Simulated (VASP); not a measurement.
# SiC (P6_3mc) in VASP: notebook, part 2 of 2

VASP 6.6.1. The steps go on from the part before.

## (3) Single point, r2SCAN

This run uses another cell than the first one, of 9.93 Å³/atom, 1.018 times its volume.

POSCAR

```
SiC
1.0
    3.0344044248      0.0000000000      0.0000000000
   -1.5172022124      2.6278713172      0.0000000000
    0.0000000000      0.0000000000      4.9790037382
Si C
2 2
Direct
    0.3333333333      0.6666666667      0.0046123117
    0.6666666667      0.3333333333      0.5046123117
    0.3333333333      0.6666666667      0.3803876883
    0.6666666667      0.3333333333      0.8803876883
```

INCAR.step1

```
SYSTEM = SiC
  ALGO = Normal
  EDIFF = 1E-4
  ENCUT = 520
  GGA = PE
  ISMEAR = 0
  LASPH = .TRUE.
  LCHARG = .FALSE.
  LREAL = .FALSE.
  LWAVE = .TRUE.
  NBANDS = 16
  NELM = 80
  PREC = Accurate
  SIGMA = 0.01
```

INCAR.step2

```
SYSTEM = SiC
  ALGO = Normal
  EDIFF = 1E-7
  ENCUT = 520
  ISIF = 2
  ISMEAR = 0
  ISTART = 1
  LASPH = .TRUE.
  LCHARG = .TRUE.
  LELF = .TRUE.
  LMIXTAU = .TRUE.
  LREAL = .FALSE.
  LVHAR = .TRUE.
  LWAVE = .FALSE.
  METAGGA = R2SCAN
  NBANDS = 16
  NELM = 80
  PREC = Accurate
  SIGMA = 0.01
```

KPOINTS

```
k-points
0
G
  8 8 6
  0 0 0
```

Potentials or basis: VASP PAW PBE potentials, release 64 (Si, C).

On the command line:

```sh
> cat potpaw_PBE.64/Si/POTCAR potpaw_PBE.64/C/POTCAR > POTCAR
> cp INCAR.step1 INCAR
> mpirun -np 1 vasp_std > vasp.out
> cp INCAR.step2 INCAR
> mpirun -np 1 vasp_std > vasp.out
```

OUTCAR:

```text
SYSTEM = SiC
   EDIFF = 1E-7
   ENCUT = 520
   ISIF = 2
   ISMEAR = 0
   ISTART = 1
   LASPH = .TRUE.
   LREAL = .FALSE.
   METAGGA = R2SCAN
   NELM = 80
   PREC = Accurate

 ion  position               nearest neighbor table
   1  0.333  0.667  0.005-   4 1.86   4 1.86   4 1.86   3 1.87   2 3.04   2 3.04   2 3.04   2 3.04
                             2 3.04   2 3.04
   2  0.667  0.333  0.505-   3 1.86   3 1.86   3 1.86   4 1.87   1 3.04   1 3.04   1 3.04   1 3.04
                             1 3.04   1 3.04
   3  0.333  0.667  0.380-   2 1.86   2 1.86   2 1.86   1 1.87
   4  0.667  0.333  0.880-   1 1.86   1 1.86   1 1.86   2 1.87

  LATTYP: Found a hexagonal cell.
 ALAT       =     3.0344044248
 C/A-ratio  =     1.6408504079

  Lattice vectors:

 A1 = (   3.0344044248,   0.0000000000,   0.0000000000)
 A2 = (  -1.5172022124,   2.6278713172,   0.0000000000)
 A3 = (   0.0000000000,   0.0000000000,   4.9790037382)

Analysis of symmetry for initial positions (statically):
=====================================================================
 Subroutine PRICEL returns:
 Original cell was already a primitive cell.

 Routine SETGRP: Setting up the symmetry group for a
 hexagonal supercell.

 Subroutine GETGRP returns: Found 12 space group operations
 (whereof  6 operations were pure point group operations)
 out of a pool of 24 trial point group operations.

The static configuration has the point symmetry C_3v.
 The point group associated with its full space group is C_6v.

Analysis of symmetry for dynamics (positions and initial velocities):
=====================================================================
 Subroutine PRICEL returns:
 Original cell was already a primitive cell.

 Routine SETGRP: Setting up the symmetry group for a
 hexagonal supercell.

 Subroutine GETGRP returns: Found 12 space group operations
 (whereof  6 operations were pure point group operations)
 out of a pool of 24 trial point group operations.

The dynamic configuration has the point symmetry C_3v.
 The point group associated with its full space group is C_6v.

 Subroutine INISYM returns: Found 12 space group operations
 (whereof  6 operations are pure point group operations),
 and found     1 'primitive' translations

----------------------------------------------------------------------------------------

                                     Primitive cell

  volume of cell :      39.7027

  direct lattice vectors                    reciprocal lattice vectors
     3.034404425  0.000000000  0.000000000     0.329553962  0.190268069  0.000000000
    -1.517202212  2.627871317  0.000000000     0.000000000  0.380536137  0.000000000
     0.000000000  0.000000000  4.979003738     0.000000000  0.000000000  0.200843392

  length of vectors
     3.034404425  3.034404425  4.979003738     0.380536137  0.380536137  0.200843392

  position of ions in fractional coordinates (direct lattice)
     0.333333333  0.666666667  0.004612312
     0.666666667  0.333333333  0.504612312
     0.333333333  0.666666667  0.380387688
     0.666666667  0.333333333  0.880387688

  ion indices of the primitive-cell ions
   primitive index   ion index
                 1           1
                 2           2
                 3           3
                 4           4

[... 31 lines left out ...]
  0.375000  0.000000  0.000000      6.000000
  0.500000  0.000000  0.000000      3.000000
  0.125000  0.125000  0.000000      6.000000
[... 16 lines left out ...]
  0.250000  0.000000  0.333333     12.000000
  0.375000  0.000000  0.333333     12.000000
 [... further k-points ...]
   k-points           NKPTS =     40   k-points in BZ     NKDIM =     40   number of bands    NBANDS=     16
   number of dos      NEDOS =    301   number of ions     NIONS =      4
   total plane-waves  NPLWV =  23040
   dimension x,y,z NGX =    24 NGY =   24 NGZ =   40
   dimension x,y,z NGXF=    48 NGYF=   48 NGZF=   80
   ions per type =               2   2
   NGX,Y,Z   is equivalent  to a cutoff of  13.15, 13.15, 13.36 a.u.
   NGXF,Y,Z  is equivalent  to a cutoff of  26.30, 26.30, 26.71 a.u.
 SYSTEM =  SiC
   PREC   = accura    normal or accurate (medium, high low for compatibility)
   ISTART =      1    job   : 0-new  1-cont  2-samecut
   ICHARG =      0    charge: 1-file 2-atom 10-const
   ISPIN  =      1    spin polarized calculation?
   LNONCOLLINEAR =      F non collinear calculations
   LSORBIT =      F    spin-orbit coupling
   LASPH  =      T    aspherical Exc in radial PAW
   ENCUT  =  520.0 eV  38.22 Ry    6.18 a.u.   5.64  5.64  9.26*2*pi/ulx,y,z
   NELM   =     80;   NELMIN=  2; NELMDL=  0     # of ELM steps
   EDIFF  = 0.1E-06   stopping-criterion for ELM
   LREAL  =      F    real-space projection
   EDIFFG = 0.1E-05   stopping-criterion for IOM
   NSW    =      0    number of steps for IOM
   IBRION =     -1    ionic relax: 0-MD 1-quasi-New 2-CG
   NFREE  =      0    steps in history (QN), initial steepest desc. (CG)
   ISIF   =      2    stress and relaxation
   ISYM   =      2    0-nonsym 1-usesym 2-fastsym
   POTIM  = 0.5000    time-step for ionic-motion
   TEBEG  =    0.0;   TEEND  =   0.0 temperature during run
   PSTRESS=    0.0 pullay stress
   NELECT =      16.0000    total number of electrons
   NUPDOWN=      -1.0000    fix difference up-down
   EMIN   =  10.00;   EMAX   =-10.00  energy-range for DOS
   EFERMI =   0.00;   METHOD = LEGACY
   ISMEAR =     0;   SIGMA  =   0.01  broadening in eV -4-tet -1-fermi 0-gaus
   EFERMI_NEDOS =   21; number of points for ismear=-14 and -15
   IALGO  =     38    algorithm
   IMIX   =      4    mixing-type and parameters
     AMIX     =   0.40;   BMIX     =  1.00
     AMIX_MAG =   1.60;   BMIX_MAG =  1.00
  volume/ion in A,a.u.               =       9.93        66.98
  Fermi-wavevector in a.u.,A,eV,Ry     =   1.209228  2.285109 19.894875  1.462232
  Thomas-Fermi vector in A             =   2.344812
   LORBIT       =      0    0 simple, 1 ext, 2 COOP (PROOUT), +10 PAW based schemes
   METAGGA = R2SCAN    functional components
   LHFCALC =     F    Hartree Fock is set to
   AEXX    =    0.0000 exact exchange contribution
   IVDW    =     0    specifies the selected vdW correction
   LEPSILON=     F    determine dielectric tensor
   LRPA    =     F    only Hartree local field effects (RPA)
 non-spin polarized calculation
 Gauss-broadening in eV      SIGMA  =   0.01
  energy-cutoff  :      520.00
  volume of cell :       39.70
 maximum number of plane-waves:      1099
 NGX is ok and might be reduce to    24
   NGX = 11   NGY = 11   NGZ = 19

 number of electron      15.9999998 magnetization

 Free energy of the ion-electron system (eV)
  ---------------------------------------------------
  ext. energy  EPLUGINS =         0.00000000
  ---------------------------------------------------
  free energy    TOTEN  =       -38.58869979 eV

  energy without entropy =      -38.58869979  energy(sigma->0) =      -38.58869979

 E-fermi :   8.6732     XC(G=0): -12.1117

 val. band max:        8.6111427220   @ k =   0.0000   0.0000   0.0000
 cond. band min:      11.4796188884   @ k =   0.3750   0.2500   0.0000
 fundamental gap:      2.8684761664
 Fermi energy:         8.6732180036

 k-point     1 :       0.0000    0.0000    0.0000
  band No.  band energies     occupation
      1      -8.0766      2.00000
      2      -4.2913      2.00000
      3      -0.6172      2.00000
      4       7.2048      2.00000
      5       7.2048      2.00000
      6       8.4974      2.00000
[... 433 lines left out ...]
      3       0.6082      2.00000
      4       1.9155      2.00000
      5       4.3351      2.00000
      6       5.7091      2.00000
[... 8 lines left out ...]
     15      21.5791      0.00000
     16      22.0570      0.00000

 [... further k-points ...]

------------------------ aborting loop because EDIFF is reached ----------------------------------------

  FORCE on cell =-STRESS in cart. coord.  units (eV):
  Direction    XX          YY          ZZ          XY          YZ          ZX
  --------------------------------------------------------------------------------------
  -------------------------------------------------------------------------------------
  Total        2.4241381      2.4241381      2.4236253      0.0000000      0.0000000      0.0000000
  in kB       97.8245641     97.8245641     97.8038716      0.0000000      0.0000000      0.0000000
  external PRESSURE =      97.8176666 kB  Pullay stress =       0.0000000 kB

 VOLUME and BASIS-vectors are now :
 -----------------------------------------------------------------------------
  energy-cutoff  :      520.00
  volume of cell :       39.70
      direct lattice vectors                 reciprocal lattice vectors
     3.034404425  0.000000000  0.000000000     0.329553962  0.190268069  0.000000000
    -1.517202212  2.627871317  0.000000000     0.000000000  0.380536137  0.000000000
     0.000000000  0.000000000  4.979003738     0.000000000  0.000000000  0.200843392

 POSITION                                       TOTAL-FORCE (eV/Angst)
 -----------------------------------------------------------------------------------
     -0.00000      1.75191      0.02296         0.000000      0.000000     -0.001492
      1.51720      0.87596      2.51247         0.000000     -0.000000     -0.001492
     -0.00000      1.75191      1.89395        -0.000000      0.000000      0.001492
      1.51720      0.87596      4.38345        -0.000000      0.000000      0.001492
 -----------------------------------------------------------------------------------
    total drift:                               -0.000000      0.000000     -0.000186

  FREE ENERGIE OF THE ION-ELECTRON SYSTEM (eV)
  ---------------------------------------------------
  free  energy   TOTEN  =       -38.5886997939 eV

  energy  without entropy=      -38.5886997939  energy(sigma->0) =      -38.58869979
```

Wall time 46 s (1 thread of Intel Xeon Platinum 8559C (Emerald Rapids), shared host); peak memory 0.16 GiB.

Results:

```
Free energy            : -38.5887 eV
Pressure               : 9.8 GPa
Band gap on the k mesh : 2.87 eV, indirect (least direct gap 4.58 eV)
```

Caveat: the PAW data sets were made with another functional, which shifts forces and pressure a little. r2SCAN opens gaps a little over a GGA but as a rule still falls short of measured ones.

## (4) Single point, r2SCAN

This run uses another cell than the first one, of 10.04 Å³/atom, 1.030 times its volume.

POSCAR

```
SiC
1.0
    3.0459841504      0.0000000000      0.0000000000
   -1.5229920752      2.6378996538      0.0000000000
    0.0000000000      0.0000000000      4.9985521835
Si C
2 2
Direct
    0.3333333333      0.6666666667      0.0046083248
    0.6666666667      0.3333333333      0.5046083248
    0.3333333333      0.6666666667      0.3803916752
    0.6666666667      0.3333333333      0.8803916752
```

INCAR.step1

```
SYSTEM = SiC
PREC     = Accurate       ! precision mode
ENCUT    = 520            ! plane-wave cutoff, eV
ISMEAR   = 0              ! smearing method
SIGMA    = 0.01           ! smearing width, eV
LREAL    = .FALSE.        ! projectors in reciprocal space
LASPH    = .TRUE.         ! aspherical terms in the spheres
NELM     = 60             ! most SCF steps
NBANDS   = 16             ! bands
GGA      = PE             ! functional
ALGO     = Normal         ! electronic algorithm
EDIFF    = 1E-4           ! SCF threshold, eV
LWAVE    = .TRUE.         ! write WAVECAR
LCHARG   = .FALSE.        ! write CHGCAR
```

INCAR.step2

```
SYSTEM = SiC
PREC     = Accurate       ! precision mode
ENCUT    = 520            ! plane-wave cutoff, eV
EDIFF    = 1E-6           ! SCF threshold, eV
ISMEAR   = 0              ! smearing method
SIGMA    = 0.01           ! smearing width, eV
LREAL    = .FALSE.        ! projectors in reciprocal space
LASPH    = .TRUE.         ! aspherical terms in the spheres
NELM     = 60             ! most SCF steps
ALGO     = Normal         ! electronic algorithm
ISIF     = 2              ! what is computed and relaxed
LWAVE    = .FALSE.        ! write WAVECAR
LCHARG   = .TRUE.         ! write CHGCAR
METAGGA  = R2SCAN         ! meta-GGA
LMIXTAU  = .TRUE.       
LELF     = .TRUE.         ! ELF
LVHAR    = .TRUE.       
NBANDS   = 16             ! bands
ISTART   = 1
```

KPOINTS

```
Automatic mesh
0
G
  8 8 6
  0 0 0
```

Potentials or basis: VASP PAW PBE potentials, release 64 (Si, C).

On the command line:

```sh
> cat potpaw_PBE.64/Si/POTCAR potpaw_PBE.64/C/POTCAR > POTCAR
> cp INCAR.step1 INCAR
> mpirun -np 1 vasp_std > vasp.out
> cp INCAR.step2 INCAR
> mpirun -np 1 vasp_std > vasp.out
```

OUTCAR:

```text
SYSTEM = SiC
   PREC = Accurate
   ENCUT = 520
   EDIFF = 1E-6
   ISMEAR = 0
   LREAL = .FALSE.
   LASPH = .TRUE.
   NELM = 60
   ISIF = 2
   METAGGA = R2SCAN
   ISTART = 1

 ion  position               nearest neighbor table
   1  0.333  0.667  0.005-   4 1.86   4 1.86   4 1.86   3 1.88   2 3.06   2 3.06   2 3.06   2 3.06
                             2 3.06   2 3.06
   2  0.667  0.333  0.505-   3 1.86   3 1.86   3 1.86   4 1.88   1 3.06   1 3.06   1 3.06   1 3.06
                             1 3.06   1 3.06
   3  0.333  0.667  0.380-   2 1.86   2 1.86   2 1.86   1 1.88
   4  0.667  0.333  0.880-   1 1.86   1 1.86   1 1.86   2 1.88

  LATTYP: Found a hexagonal cell.
 ALAT       =     3.0459841504
 C/A-ratio  =     1.6410302670

  Lattice vectors:

 A1 = (   3.0459841504,   0.0000000000,   0.0000000000)
 A2 = (  -1.5229920752,   2.6378996538,   0.0000000000)
 A3 = (   0.0000000000,   0.0000000000,   4.9985521835)

Analysis of symmetry for initial positions (statically):
=====================================================================
 Subroutine PRICEL returns:
 Original cell was already a primitive cell.

 Routine SETGRP: Setting up the symmetry group for a
 hexagonal supercell.

 Subroutine GETGRP returns: Found 12 space group operations
 (whereof  6 operations were pure point group operations)
 out of a pool of 24 trial point group operations.

The static configuration has the point symmetry C_3v.
 The point group associated with its full space group is C_6v.

Analysis of symmetry for dynamics (positions and initial velocities):
=====================================================================
 Subroutine PRICEL returns:
 Original cell was already a primitive cell.

 Routine SETGRP: Setting up the symmetry group for a
 hexagonal supercell.

 Subroutine GETGRP returns: Found 12 space group operations
 (whereof  6 operations were pure point group operations)
 out of a pool of 24 trial point group operations.
[... 122 lines left out ...]
   EFERMI_NEDOS =   21; number of points for ismear=-14 and -15
   IALGO  =     38    algorithm
   IMIX   =      4    mixing-type and parameters
     AMIX     =   0.40;   BMIX     =  1.00
     AMIX_MAG =   1.60;   BMIX_MAG =  1.00
  volume/ion in A,a.u.               =      10.04        67.76
  Fermi-wavevector in a.u.,A,eV,Ry     =   1.204587  2.276339 19.742454  1.451029
  Thomas-Fermi vector in A             =   2.340308
   LORBIT       =      0    0 simple, 1 ext, 2 COOP (PROOUT), +10 PAW based schemes
   METAGGA = R2SCAN    functional components
   LHFCALC =     F    Hartree Fock is set to
   AEXX    =    0.0000 exact exchange contribution
   IVDW    =     0    specifies the selected vdW correction
   LEPSILON=     F    determine dielectric tensor
   LRPA    =     F    only Hartree local field effects (RPA)
 non-spin polarized calculation
 Gauss-broadening in eV      SIGMA  =   0.01
  energy-cutoff  :      520.00
  volume of cell :       40.16
 maximum number of plane-waves:      1099
 NGX is ok and might be reduce to    24
   NGX = 11   NGY = 11   NGZ = 19

 number of electron      15.9999998 magnetization

 Free energy of the ion-electron system (eV)
  ---------------------------------------------------
  ext. energy  EPLUGINS =         0.00000000
  ---------------------------------------------------
  free energy    TOTEN  =       -38.61266562 eV

  energy without entropy =      -38.61266562  energy(sigma->0) =      -38.61266562

 E-fermi :   8.6127     XC(G=0): -12.0596

 val. band max:        8.4776808635   @ k =   0.0000   0.0000   0.0000
 cond. band min:      11.3598261259   @ k =   0.3750   0.2500   0.0000
 fundamental gap:      2.8821452624
 Fermi energy:         8.6127491604

 k-point     1 :       0.0000    0.0000    0.0000
  band No.  band energies     occupation
      1      -8.1147      2.00000
      2      -4.3749      2.00000
      3      -0.6829      2.00000
      4       7.0771      2.00000
      5       7.0771      2.00000
      6       8.3639      2.00000
[... 433 lines left out ...]
      3       0.5177      2.00000
      4       1.8134      2.00000
      5       4.2286      2.00000
      6       5.5944      2.00000
[... 8 lines left out ...]
     15      21.3343      0.00000
     16      21.7809      0.00000

 [... further k-points ...]
[... 5 lines left out ...]
  --------------------------------------------------------------------------------------
  -------------------------------------------------------------------------------------
  Total        1.7032843      1.7032843      1.7042175      0.0000000      0.0000000     -0.0000000
  in kB       67.9465774     67.9465774     67.9838051      0.0000000      0.0000000     -0.0000000
  external PRESSURE =      67.9589866 kB  Pullay stress =       0.0000000 kB

 VOLUME and BASIS-vectors are now :
 -----------------------------------------------------------------------------
  energy-cutoff  :      520.00
  volume of cell :       40.16
      direct lattice vectors                 reciprocal lattice vectors
     3.045984150  0.000000000  0.000000000     0.328301117  0.189544738  0.000000000
    -1.522992075  2.637899654  0.000000000     0.000000000  0.379089477  0.000000000
     0.000000000  0.000000000  4.998552184     0.000000000  0.000000000  0.200057929

 POSITION                                       TOTAL-FORCE (eV/Angst)
 -----------------------------------------------------------------------------------
     -0.00000      1.75860      0.02303        -0.000000     -0.000000     -0.001076
      1.52299      0.87930      2.52231         0.000000      0.000000     -0.001076
     -0.00000      1.75860      1.90141         0.000000     -0.000000      0.001076
      1.52299      0.87930      4.40068         0.000000     -0.000000      0.001076
 -----------------------------------------------------------------------------------
    total drift:                               -0.000000      0.000000     -0.000191

  FREE ENERGIE OF THE ION-ELECTRON SYSTEM (eV)
  ---------------------------------------------------
  free  energy   TOTEN  =       -38.6126656197 eV

  energy  without entropy=      -38.6126656197  energy(sigma->0) =      -38.61266562
```

OUTCAR.step1:

```text
SYSTEM = SiC
   PREC = Accurate
   ENCUT = 520
   ISMEAR = 0
   LREAL = .FALSE.
   LASPH = .TRUE.
   NELM = 60
[... 689 lines left out ...]
      1.52299      0.87930      2.52231         0.000000      0.000000      0.001260
     -0.00000      1.75860      1.90141         0.000000      0.000000     -0.001260
      1.52299      0.87930      4.40068        -0.000000      0.000000     -0.001260
 -----------------------------------------------------------------------------------
    total drift:                               -0.000000      0.000000      0.000184

  FREE ENERGIE OF THE ION-ELECTRON SYSTEM (eV)
  ---------------------------------------------------
  free  energy   TOTEN  =       -30.0509102854 eV

  energy  without entropy=      -30.0509102854  energy(sigma->0) =      -30.05091029
```

Run time: 38 s. Hardware: 1 thread of Intel Xeon Platinum 8559C (Emerald Rapids), shared host; peak memory 0.16 GiB.

What came out:

| Item | Value |
| --- | --- |
| Free energy | -38.6127 eV |
| Pressure | 6.8 GPa |
| Band gap on the k mesh | 2.88 eV, indirect (least direct gap 4.55 eV) |

Caveat: the PAW data sets were made with another functional, which shifts forces and pressure a little. r2SCAN opens gaps a little over a GGA but as a rule still falls short of measured ones.

## (5) Overview

```csv
cell,gap on the mesh (eV),pressure (GPa)
"a = 3.016, b = 3.016, c = 4.948 Å, angles 90.0, 90.0, 120.0°, 4 atoms",2.85,14.8
"a = 3.034, b = 3.034, c = 4.979 Å, angles 90.0, 90.0, 120.0°, 4 atoms",2.87,9.8
"a = 3.046, b = 3.046, c = 4.999 Å, angles 90.0, 90.0, 120.0°, 4 atoms",2.88,6.8
```

Alike in all rows: task single point; level r2SCAN; potentials or basis VASP PAW PBE potentials, release 64 (Si, C); no spin polarisation; k mesh 8 × 8 × 6; cutoff (eV) 520; smearing gaussian 0.01 eV.

Caveats: the PAW data sets were made with another functional, which shifts forces and pressure a little.

Absolute energies hang on the potentials; compare differences alone.
